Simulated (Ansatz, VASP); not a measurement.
**NaCl in VASP and in Ansatz**

File INCAR:

```
PREC = Accurate
ENCUT = 520
EDIFF = 1E-6
ISMEAR = 0
SIGMA = 0.1
LREAL = F
LASPH = T
NELM = 150
ALGO = Normal
ISIF = 2
LWAVE = F
LCHARG = T
ISPIN = 2
MAGMOM = 0 0
LORBIT = 11
GGA = PE
LELF = T
LVHAR = T
NBANDS = 18
```

File KPOINTS:

```
regular mesh
0
Gamma
  4 4 4
```

The input POSCAR:

```
NaCl
1.0
    3.5021900000      0.0000000000      0.0000000000
    0.0000000000      3.5021900000      0.0000000000
    0.0000000000      0.0000000000      3.5021900000
Na Cl
1 1
Direct
    0.0000000000      0.0000000000      0.0000000000
    0.5000000000      0.5000000000      0.5000000000
```

Input for Ansatz:

```yaml
crystal:
  lattice:
    - [3.50219, 0.0, 0.0]
    - [0.0, 3.50219, 0.0]
    - [0.0, 0.0, 3.50219]
  atoms:
    - { symbol: Na, position: [0.0, 0.0, 0.0] }
    - { symbol: Cl, position: [0.5, 0.5, 0.5] }
basis:
  ecutwfc: 660
kpoints:
  mp_grid: { grid: [4, 4, 4] }
hamiltonian:
  xc: pbe
scf:
  occupations: { method: gaussian, width: 0.1 }
output:
  forces: true
  stress: true
  eigenvalues: true
magnetization:
  spin_polarized: true
```

Alike in both runs: task single point; functional PBE; k mesh 4 × 4 × 4; occupations gaussian, width 0.1 eV; collinear spin.

|  | VASP | Ansatz |
| --- | --- | --- |
| version | VASP 6.6.1 | Ansatz 0.2.0 |
| potentials or method | VASP PAW PBE potentials, release 64 (Na_pv, Cl), cutoff 520 eV | scalar-relativistic, plane waves, PAW |
| valence electrons in the cell | 14 | 16 |

```tsv
	VASP	Ansatz	Ansatz less VASP
gap on the k mesh at the Fermi level (eV)	3.97	3.97	+0.001
least direct gap on the mesh (eV)	4.46	4.46	+0.001
pressure (GPa)	0.2	0.2	+0.05
net moment per atom (μB)	0.00	0.00	0.000
```

VASP's potentials hold 14 valence electrons a cell and Ansatz's 16, so a difference there can come from the potentials and not from the codes. Ansatz's warnings: no starting moments.

The k mesh is coarse, so the values compare programs but aren't converged.
